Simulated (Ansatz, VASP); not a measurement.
**One calculation of Ni, two programs**

```
Ni
1.0
     0.00000    1.75850    1.75850
     1.75850    0.00000    1.75850
     1.75850    1.75850    0.00000
Ni
1
Cartesian
  0.0000 0.0000 0.0000
```

Alike in both runs: task single point; functional r2SCAN; k mesh 13 × 13 × 13; occupations fermi-dirac, width 0.05 eV; collinear spin.

```csv
,VASP,Ansatz
version,VASP 6.6.1,Ansatz 0.2.0
potentials or method,"VASP PAW PBE potentials, release 64 (Ni), cutoff 520 eV","PAW, plane waves, scalar-relativistic"
valence electrons in the cell,10,18
```

```csv
,VASP,Ansatz,Ansatz less VASP
pressure (GPa),-6.6,-6.8,-0.17
net moment per atom (μB),0.70,0.75,+0.046
size of the moment on the site where the two differ most (μB),0.73,0.82,+0.090
```

VASP's potentials were made for PBE, not for r2SCAN. Site moments also hang on the region over which each program counts them. VASP's potentials hold 10 valence electrons a cell and Ansatz's 18, so a difference there can come from the potentials and not from the codes. Ansatz's warnings: stability check not made.
